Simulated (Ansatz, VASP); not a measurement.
ZnS: VASP beside Ansatz

File INCAR:

```
SYSTEM = ZnS
PREC     = Accurate       ! precision mode
ENCUT    = 520            ! plane-wave cutoff, eV
EDIFF    = 1E-6           ! SCF threshold, eV
ISMEAR   = 0              ! smearing method
SIGMA    = 0.01           ! smearing width, eV
LREAL    = .FALSE.        ! projectors in reciprocal space
LASPH    = .TRUE.         ! aspherical terms in the spheres
NELM     = 60             ! most SCF steps
ALGO     = Normal         ! electronic algorithm
ISIF     = 2              ! what is computed and relaxed
LWAVE    = .FALSE.        ! write WAVECAR
LCHARG   = .FALSE.        ! write CHGCAR
NBANDS   = 16             ! bands
```

KPOINTS

```
regular mesh
0
G
  8 8 8
  0 0 0
```

POSCAR

```
ZnS
1.0
    0.0000000000      2.6484691264      2.6484691264
    2.6484691264      0.0000000000      2.6484691264
    2.6484691264      2.6484691264      0.0000000000
Zn S
1 1
Direct
    0.7481121169      0.7481121169      0.7481121169
    0.0000000000      0.0000000000      0.0000000000
```

Input for Ansatz:

```yaml
crystal:
  lattice:
    - [0.0, 2.64846912639, 2.64846912639]
    - [2.64846912639, 0.0, 2.64846912639]
    - [2.64846912639, 2.64846912639, 0.0]
  atoms:
    - { symbol: Zn, position: [0.748112116939, 0.748112116939, 0.748112116939] }
    - { symbol: S, position: [0.0, 0.0, 0.0] }
kpoints:
  mp_grid: { grid: [8, 8, 8] }
scf:
  occupations: { method: fixed }
  convergence: { dr2_threshold: 1.0e-10 }
hamiltonian:
  xc: lda
  pseudopotentials: { kind: all_electron, lapw: { basis_error: 0.0005 } }
output:
  forces: true
  stress: true
  eigenstates:
    kpoints:
      - [0.0, 0.0, 0.0]
      - [0.5, 0.5, 0.0]
      - [0.5, 0.0, 0.5]
      - [0.0, 0.5, 0.5]
      - [0.0, 0.5, 0.0]
      - [0.5, 0.0, 0.0]
      - [0.0, 0.0, 0.5]
      - [0.5, 0.5, 0.5]
  eigenvalues: true
```

Change from the starting cell: atom 1 moved by [-0.01, -0.01, -0.01] A.

Alike in both runs: task single point; functional LDA; k mesh 8 × 8 × 8; no spin polarisation.

|  | VASP | Ansatz |
| --- | --- | --- |
| version | VASP 6.6.1 | Ansatz 0.2.0 |
| potentials or method | VASP PAW LDA potentials, release 64 (Zn, S), cutoff 520 eV | all-electron LAPW, scalar-relativistic |
| occupations | gaussian, width 0.01 eV | fixed |

Ansatz gave:

* gap on the k mesh at the Fermi level (eV): 2.11
* pressure (GPa): 0.0
* traceless stress, the component that is largest in VASP (GPa): -0.28
* rms of the force components (eV/Å): 0.064

What did VASP give for the same quantities?

gap on the k mesh at the Fermi level (eV): 2.14; pressure (GPa): 0.2; traceless stress, the component that is largest in VASP (GPa): -0.29; rms of the force components (eV/Å): 0.065.

LDA's correlation is that of Perdew and Zunger in VASP and of Perdew and Wang (1992) in Ansatz. Atom by atom the forces differ by 0.001 eV/Å (rms over components). Ansatz ran all-electron here, and VASP with PAW potentials.
